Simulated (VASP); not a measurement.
# SiMo3 (P4_2/mmc) in VASP: further runs

Runs on SiMo3. Level: PBEsol. Tasks: single point.

Everything below comes from runs of VASP 6.6.1. Logs are shortened: lines on timing, memory, paths and dates and some standing lists are left out, and cuts for length are marked.

## Step 1: The cell of the first run

It takes space group P4_2/mmc (No. 131, tetragonal). The conventional cell has a = 4.862 Å, b = 4.862 Å, c = 4.473 Å, α = 90.00°, β = 90.00°, γ = 90.00°. Within 3.4 Å of Si (site symmetry mmm) lie 12 Mo at 2.55 to 2.72 Å. Within 3.2 Å of Mo (site symmetry m2m) lie 10 Mo at 2.43 to 2.94 Å and 4 Si at 2.55 to 2.72 Å. Mo (site symmetry -4m2) has 10 Mo at 2.24 to 2.94 Å and 4 Si at 2.68 Å within 3.0 Å.

## Step 2: Single point, PBEsol (strain +0.000 along x and y, -0.080 along z)

File INCAR:

```
SYSTEM = SiMo3
ALGO = Fast
EDIFF = 1E-7
ENCUT = 520
GGA = PS
ISIF = 2
ISMEAR = 0
LASPH = .True.
LCHARG = .False.
LREAL = .False.
LWAVE = .False.
NBANDS = 56
NELM = 60
PREC = Accurate
SIGMA = 0.15
```

File KPOINTS:

```
k-points
0
Gamma
  8 8 8
  0 0 0
```

File POSCAR:

```
SiMo3
1.0
    4.8615851677      0.0000000000      0.0000000000
    0.0000000000      4.8615851677      0.0000000000
    0.0000000000      0.0000000000      4.4726583543
Si Mo
2 6
Direct
    0.0000000000      0.0000000000      0.0000000000
    0.5000000000      0.5000000000      0.5000000000
    0.2500000000      0.0000000000      0.5000000000
    0.5000000000      0.7500000000      0.0000000000
    0.7500000000      0.0000000000      0.5000000000
    0.5000000000      0.2500000000      0.0000000000
    0.0000000000      0.5000000000      0.7500000000
    0.0000000000      0.5000000000      0.2500000000
```

Potentials or basis: VASP PAW PBE potentials, release 64 (Si, Mo_sv).

Run with:

```console
$ cat potpaw_PBE.64/Si/POTCAR potpaw_PBE.64/Mo_sv/POTCAR > POTCAR
$ mpirun -np 1 vasp_std > vasp.out
```

OUTCAR:

```text
SYSTEM = SiMo3
   EDIFF = 1E-7
   ENCUT = 520
   GGA = PS
   ISIF = 2
   ISMEAR = 0
   LASPH = .True.
   LREAL = .False.
   NELM = 60
   PREC = Accurate

 ion  position               nearest neighbor table
   1  0.000  0.000  0.000-   3 2.55   5 2.55   3 2.55   5 2.55   7 2.68   8 2.68   7 2.68   8 2.68
                             4 2.72   6 2.72   4 2.72   6 2.72
   2  0.500  0.500  0.500-   4 2.55   6 2.55   4 2.55   6 2.55   7 2.68   8 2.68   7 2.68   8 2.68
                             3 2.72   5 2.72   5 2.72   3 2.72
   3  0.250  0.000  0.500-   5 2.43   5 2.43   1 2.55   1 2.55   2 2.72   2 2.72   4 2.82   6 2.82
                             6 2.82   4 2.82   8 2.94   7 2.94   8 2.94   7 2.94
   4  0.500  0.750  0.000-   6 2.43   6 2.43   2 2.55   2 2.55   1 2.72   1 2.72   3 2.82   5 2.82
                             3 2.82   5 2.82   8 2.94   7 2.94   7 2.94   8 2.94
   5  0.750  0.000  0.500-   3 2.43   3 2.43   1 2.55   1 2.55   2 2.72   2 2.72   4 2.82   6 2.82
                             6 2.82   4 2.82   8 2.94   7 2.94   8 2.94   7 2.94
   6  0.500  0.250  0.000-   4 2.43   4 2.43   2 2.55   2 2.55   1 2.72   1 2.72   3 2.82   5 2.82
                             5 2.82   3 2.82   8 2.94   7 2.94   7 2.94   8 2.94
   7  0.000  0.500  0.750-   8 2.24   8 2.24   1 2.68   2 2.68   1 2.68   2 2.68   3 2.94   4 2.94
                             5 2.94   3 2.94   5 2.94   6 2.94   4 2.94   6 2.94
   8  0.000  0.500  0.250-   7 2.24   7 2.24   1 2.68   2 2.68   1 2.68   2 2.68   3 2.94   4 2.94
                             5 2.94   3 2.94   5 2.94   6 2.94   4 2.94   6 2.94

  LATTYP: Found a simple tetragonal cell.
 ALAT       =     4.8615851677
 C/A-ratio  =     0.9200000000

  Lattice vectors:

 A1 = (   4.8615851677,   0.0000000000,   0.0000000000)
 A2 = (   0.0000000000,   4.8615851677,   0.0000000000)
 A3 = (   0.0000000000,   0.0000000000,   4.4726583543)

Analysis of symmetry for initial positions (statically):
=====================================================================
 Subroutine PRICEL returns:
 Original cell was already a primitive cell.

 Routine SETGRP: Setting up the symmetry group for a
 simple tetragonal supercell.

 Subroutine GETGRP returns: Found 16 space group operations
 (whereof  8 operations were pure point group operations)
 out of a pool of 16 trial point group operations.

The static configuration has the point symmetry D_2h.
 The point group associated with its full space group is D_4h.

Analysis of symmetry for dynamics (positions and initial velocities):
=====================================================================
 Subroutine PRICEL returns:
 Original cell was already a primitive cell.

 Routine SETGRP: Setting up the symmetry group for a
 simple tetragonal supercell.

 Subroutine GETGRP returns: Found 16 space group operations
 (whereof  8 operations were pure point group operations)
 out of a pool of 16 trial point group operations.

The dynamic configuration has the point symmetry D_2h.
 The point group associated with its full space group is D_4h.

 Subroutine INISYM returns: Found 16 space group operations
 (whereof  8 operations are pure point group operations),
 and found     1 'primitive' translations

----------------------------------------------------------------------------------------

                                     Primitive cell

  volume of cell :     105.7113

  direct lattice vectors                    reciprocal lattice vectors
     4.861585168  0.000000000  0.000000000     0.205694226  0.000000000  0.000000000
     0.000000000  4.861585168  0.000000000     0.000000000  0.205694226  0.000000000
     0.000000000  0.000000000  4.472658354     0.000000000  0.000000000  0.223580681

  length of vectors
     4.861585168  4.861585168  4.472658354     0.205694226  0.205694226  0.223580681

  position of ions in fractional coordinates (direct lattice)
     0.000000000  0.000000000  0.000000000
     0.500000000  0.500000000  0.500000000
     0.250000000  0.000000000  0.500000000
     0.500000000  0.750000000  0.000000000
     0.750000000  0.000000000  0.500000000
     0.500000000  0.250000000  0.000000000
     0.000000000  0.500000000  0.750000000
     0.000000000  0.500000000  0.250000000

  ion indices of the primitive-cell ions
   primitive index   ion index
                 1           1
                 2           2
                 3           3
                 4           4
                 5           5
                 6           6
                 7           7
                 8           8

----------------------------------------------------------------------------------------

 KPOINTS: k-points

Automatic generation of k-mesh.
 Grid dimensions read from file:
 generate k-points for:    8    8    8

 Generating k-lattice:

  Cartesian coordinates                     Fractional coordinates (reciprocal lattice)
     0.025711778  0.000000000  0.000000000     0.125000000  0.000000000  0.000000000
     0.000000000  0.025711778  0.000000000     0.000000000  0.125000000  0.000000000
     0.000000000  0.000000000  0.027947585     0.000000000  0.000000000  0.125000000

  Length of vectors
     0.025711778  0.025711778  0.027947585

  Shift w.r.t. Gamma in fractional coordinates (k-lattice)
     0.000000000  0.000000000  0.000000000

 Subroutine IBZKPT returns following result:
 ===========================================

 Found     75 irreducible k-points:

 Following reciprocal coordinates:
            Coordinates               Weight
  0.000000  0.000000  0.000000      1.000000
  0.125000  0.000000  0.000000      4.000000
  0.250000  0.000000  0.000000      4.000000
  0.375000  0.000000  0.000000      4.000000
  0.500000  0.000000  0.000000      2.000000
  0.125000  0.125000  0.000000      4.000000
[... 16 lines left out ...]
  0.375000  0.125000  0.125000     16.000000
  0.500000  0.125000  0.125000      8.000000
 [... further k-points ...]
   k-points           NKPTS =     75   k-points in BZ     NKDIM =     75   number of bands    NBANDS=     56
   number of dos      NEDOS =    301   number of ions     NIONS =      8
   total plane-waves  NPLWV =  46656
   dimension x,y,z NGX =    36 NGY =   36 NGZ =   36
   dimension x,y,z NGXF=    72 NGYF=   72 NGZF=   72
   ions per type =               2   6
   NGX,Y,Z   is equivalent  to a cutoff of  12.31, 12.31, 13.38 a.u.
   NGXF,Y,Z  is equivalent  to a cutoff of  24.62, 24.62, 26.76 a.u.
 SYSTEM =  SiMo3
   PREC   = accura    normal or accurate (medium, high low for compatibility)
   ISTART =      0    job   : 0-new  1-cont  2-samecut
   ICHARG =      2    charge: 1-file 2-atom 10-const
   ISPIN  =      1    spin polarized calculation?
   LNONCOLLINEAR =      F non collinear calculations
   LSORBIT =      F    spin-orbit coupling
   LASPH  =      T    aspherical Exc in radial PAW
   ENCUT  =  520.0 eV  38.22 Ry    6.18 a.u.   9.04  9.04  8.32*2*pi/ulx,y,z
   NELM   =     60;   NELMIN=  2; NELMDL= -5     # of ELM steps
   EDIFF  = 0.1E-06   stopping-criterion for ELM
   LREAL  =      F    real-space projection
   EDIFFG = 0.1E-05   stopping-criterion for IOM
   NSW    =      0    number of steps for IOM
   IBRION =     -1    ionic relax: 0-MD 1-quasi-New 2-CG
   NFREE  =      0    steps in history (QN), initial steepest desc. (CG)
   ISIF   =      2    stress and relaxation
   ISYM   =      2    0-nonsym 1-usesym 2-fastsym
   POTIM  = 0.5000    time-step for ionic-motion
   TEBEG  =    0.0;   TEEND  =   0.0 temperature during run
   PSTRESS=    0.0 pullay stress
   NELECT =      92.0000    total number of electrons
   NUPDOWN=      -1.0000    fix difference up-down
   EMIN   =  10.00;   EMAX   =-10.00  energy-range for DOS
   EFERMI =   0.00;   METHOD = LEGACY
   ISMEAR =     0;   SIGMA  =   0.15  broadening in eV -4-tet -1-fermi 0-gaus
   EFERMI_NEDOS =   21; number of points for ismear=-14 and -15
   IALGO  =     68    algorithm
   IMIX   =      4    mixing-type and parameters
     AMIX     =   0.40;   BMIX     =  1.00
     AMIX_MAG =   1.60;   BMIX_MAG =  1.00
  volume/ion in A,a.u.               =      13.21        89.17
  Fermi-wavevector in a.u.,A,eV,Ry     =   1.563017  2.953673 33.239319  2.443021
  Thomas-Fermi vector in A             =   2.665850
   LORBIT       =      0    0 simple, 1 ext, 2 COOP (PROOUT), +10 PAW based schemes
   GGA     = PS    functional components
   LHFCALC =     F    Hartree Fock is set to
   AEXX    =    0.0000 exact exchange contribution
   IVDW    =     0    specifies the selected vdW correction
   LEPSILON=     F    determine dielectric tensor
   LRPA    =     F    only Hartree local field effects (RPA)
 non-spin polarized calculation
 RMM-DIIS sequential band-by-band and
 Gauss-broadening in eV      SIGMA  =   0.15
  energy-cutoff  :      520.00
  volume of cell :      105.71
 maximum number of plane-waves:      2864
   NGX = 19   NGY = 19   NGZ = 17

 number of electron      92.0000000 magnetization

 Free energy of the ion-electron system (eV)
  ---------------------------------------------------
  ext. energy  EPLUGINS =         0.00000000
  ---------------------------------------------------
  free energy    TOTEN  =       -83.60229315 eV

  energy without entropy =      -83.55673874  energy(sigma->0) =      -83.57951594

 E-fermi :  14.2903     XC(G=0): -13.7722

 val. band max:       14.2877148452   @ k =   0.3750   0.2500   0.5000
 cond. band min:      14.2945879611   @ k =   0.3750   0.0000   0.5000
 fundamental gap:      0.0068731159
 Fermi energy:        14.2902559954

 k-point     1 :       0.0000    0.0000    0.0000
  band No.  band energies     occupation
      1     -47.1727      2.00000
      2     -46.7708      2.00000
      3     -46.6211      2.00000
      4     -46.3020      2.00000
      5     -46.3020      2.00000
      6     -46.2772      2.00000
[... 48 lines left out ...]
     55      17.4151      0.00000
     56      17.8700      0.00000

 k-point     2 :       0.1250    0.0000    0.0000
  band No.  band energies     occupation
      1     -47.1714      2.00000
      2     -46.7642      2.00000
      3     -46.6153      2.00000
      4     -46.3170      2.00000
      5     -46.3020      2.00000
      6     -46.2772      2.00000
[... 48 lines left out ...]
     55      17.2590      0.00000
     56      17.9666      0.00000
[... 1237 lines left out ...]
     55      17.5675      0.00000
     56      17.7279      0.00000

 k-point    24 :       0.5000    0.1250    0.1250
  band No.  band energies     occupation
      1     -47.1326      2.00000
      2     -46.7148      2.00000
      3     -46.5043      2.00000
      4     -46.4805      2.00000
      5     -46.3165      2.00000
      6     -46.3134      2.00000
[... 48 lines left out ...]
     55      17.4932      0.00000
     56      17.7175      0.00000

 [... further k-points ...]
[... 5 lines left out ...]
  --------------------------------------------------------------------------------------
  -------------------------------------------------------------------------------------
  Total       10.5576657     10.5576657     38.2237862     -0.0000000      0.0000000      0.0000000
  in kB      160.0136251    160.0136251    579.3256569     -0.0000000      0.0000000      0.0000000
  external PRESSURE =     299.7843024 kB  Pullay stress =       0.0000000 kB

 VOLUME and BASIS-vectors are now :
 -----------------------------------------------------------------------------
  energy-cutoff  :      520.00
  volume of cell :      105.71
      direct lattice vectors                 reciprocal lattice vectors
     4.861585168  0.000000000  0.000000000     0.205694226  0.000000000  0.000000000
     0.000000000  4.861585168  0.000000000     0.000000000  0.205694226  0.000000000
     0.000000000  0.000000000  4.472658354     0.000000000  0.000000000  0.223580681

 POSITION                                       TOTAL-FORCE (eV/Angst)
 -----------------------------------------------------------------------------------
      0.00000      0.00000      0.00000         0.000000     -0.000000     -0.000000
      2.43079      2.43079      2.23633         0.000000     -0.000000     -0.000000
      1.21540      0.00000      2.23633        -0.021870     -0.000000      0.000000
      2.43079      3.64619      0.00000         0.000000     -0.021870      0.000000
      3.64619      0.00000      2.23633         0.021870     -0.000000     -0.000000
      2.43079      1.21540      0.00000         0.000000      0.021870     -0.000000
      0.00000      2.43079      3.35449         0.000000     -0.000000     -0.000000
      0.00000      2.43079      1.11816         0.000000     -0.000000      0.000000
 -----------------------------------------------------------------------------------
    total drift:                                0.000000      0.000000     -0.000000

  FREE ENERGIE OF THE ION-ELECTRON SYSTEM (eV)
  ---------------------------------------------------
  free  energy   TOTEN  =       -83.6022931459 eV

  energy  without entropy=      -83.5567387427  energy(sigma->0) =      -83.57951594
```

It took 6.3 min on 1 thread of Intel Xeon Platinum 8488C (Sapphire Rapids), shared host; peak memory 0.42 GiB.

Results:

```
Free energy            : -83.6023 eV
Pressure               : 30.0 GPa
Largest force          : 0.022 eV/Å
Band gap on the k mesh : zero (band 46 reaches 15.53 eV, above the bottom of band 47 at 13.33 eV)
```

Forces in eV/Å, atoms in the order of the input:
```
Si   0.000  0.000  0.000
Si   0.000  0.000  0.000
Mo  -0.022  0.000  0.000
Mo   0.000 -0.022  0.000
Mo   0.022  0.000  0.000
Mo   0.000  0.022  0.000
Mo   0.000  0.000  0.000
Mo   0.000  0.000  0.000
```

Stress tensor (GPa, compression positive):
```
16.00  0.00  0.00
 0.00 16.00  0.00
 0.00  0.00 57.93
```

Levels at points of the mesh, in eV from the Fermi level:
```csv
k point,band 43,band 44,band 45,band 46,band 47,band 48,band 49,band 50
"(0.00, 0.00, 0.00)",-1.89,-1.70,1.23,1.23,1.60,2.32,2.42,2.51
"(0.50, 0.00, 0.00)",-2.03,-1.75,0.17,0.64,1.01,1.16,1.38,1.45
"(0.50, 0.50, 0.00)",-1.17,-1.14,-1.14,-0.51,-0.50,-0.25,0.10,0.47
"(0.00, 0.00, 0.50)",-1.66,-1.66,0.53,0.53,0.74,0.74,1.23,1.23
"(0.50, 0.00, 0.50)",-1.40,-1.03,-1.02,-0.98,-0.74,-0.27,-0.05,0.37
"(0.50, 0.50, 0.50)",-1.60,-1.60,-1.38,-1.38,-0.48,-0.48,1.26,1.26
```

Caveat: the cell differs from its parent crystal (strain +0.000 along x and y, -0.080 along z); the PAW data sets were made with another functional, which shifts forces and pressure a little.

## Step 3: Single point, PBEsol (strain +0.080 along x and y, -0.080 along z)

File INCAR:

```
ALGO = Fast ; EDIFF = 1E-6
ENCUT = 520 ; GGA = PS
ISIF = 2 ; ISMEAR = 0
LASPH = T ; LCHARG = F
LREAL = F ; LWAVE = F
NBANDS = 56 ; NELM = 60
PREC = Accurate ; SIGMA = 0.15
```

File KPOINTS:

```
k-points
0
Gamma
  8 8 8
```

Changes to POSCAR since step 2:

```diff
@@ -2,4 +2,4 @@
 1.0
-    4.8615851677      0.0000000000      0.0000000000
-    0.0000000000      4.8615851677      0.0000000000
+    5.2505119811      0.0000000000      0.0000000000
+    0.0000000000      5.2505119811      0.0000000000
     0.0000000000      0.0000000000      4.4726583543
```

Potentials or basis: VASP PAW PBE potentials, release 64 (Si, Mo_sv).

Run with:

```console
$ cat potpaw_PBE.64/Si/POTCAR potpaw_PBE.64/Mo_sv/POTCAR > POTCAR
$ mpirun -np 1 vasp_std > vasp.out
```

Wall time 8.5 min (1 thread of Intel Xeon Platinum 8488C (Sapphire Rapids), shared host); peak memory 0.48 GiB.

The run converged. Its results:

```
Free energy            : -82.6937 eV
Pressure               : -9.3 GPa
Largest force          : 0.049 eV/Å
Band gap on the k mesh : zero (band 46 reaches 12.63 eV, above the bottom of band 47 at 11.01 eV)
```

Forces in eV/Å, atoms in the order of the input:
```
Si   0.000  0.000  0.000
Si   0.000  0.000  0.000
Mo  -0.049  0.000  0.000
Mo   0.000 -0.049  0.000
Mo   0.049  0.000  0.000
Mo   0.000  0.049  0.000
Mo   0.000  0.000  0.000
Mo   0.000  0.000  0.000
```

Stress tensor (GPa, compression positive):
```
-25.65   0.00   0.00
  0.00 -25.65   0.00
  0.00   0.00  23.39
```

Levels at points of the mesh, in eV from the Fermi level:
| k point | band 42 | band 43 | band 44 | band 45 | band 46 | band 47 | band 48 | band 49 | band 50 | band 51 |
| --- | --- | --- | --- | --- | --- | --- | --- | --- | --- | --- |
| (0.00, 0.00, 0.00) | -1.71 | -1.60 | -1.33 | 0.84 | 0.84 | 1.13 | 1.41 | 1.77 | 1.77 | 1.80 |
| (0.50, 0.00, 0.00) | -1.77 | -1.74 | -1.63 | -0.08 | 0.69 | 0.92 | 0.94 | 1.07 | 1.07 | 1.49 |
| (0.50, 0.50, 0.00) | -1.13 | -1.13 | -1.13 | -0.57 | -0.14 | -0.02 | 0.17 | 0.22 | 0.24 | 1.29 |
| (0.00, 0.00, 0.50) | -2.13 | -1.27 | -1.27 | 0.32 | 0.32 | 0.46 | 0.46 | 0.68 | 0.68 | 0.77 |
| (0.50, 0.00, 0.50) | -1.17 | -1.02 | -1.01 | -0.94 | -0.82 | -0.61 | -0.23 | 0.01 | 0.26 | 0.51 |
| (0.50, 0.50, 0.50) | -1.72 | -1.65 | -1.65 | -1.27 | -1.27 | -0.13 | -0.13 | 0.84 | 0.84 | 0.91 |

Caveat: the cell differs from its parent crystal (strain +0.080 along x and y, -0.080 along z); the PAW data sets were made with another functional, which shifts forces and pressure a little.

(Continued in part 2 of 3.)
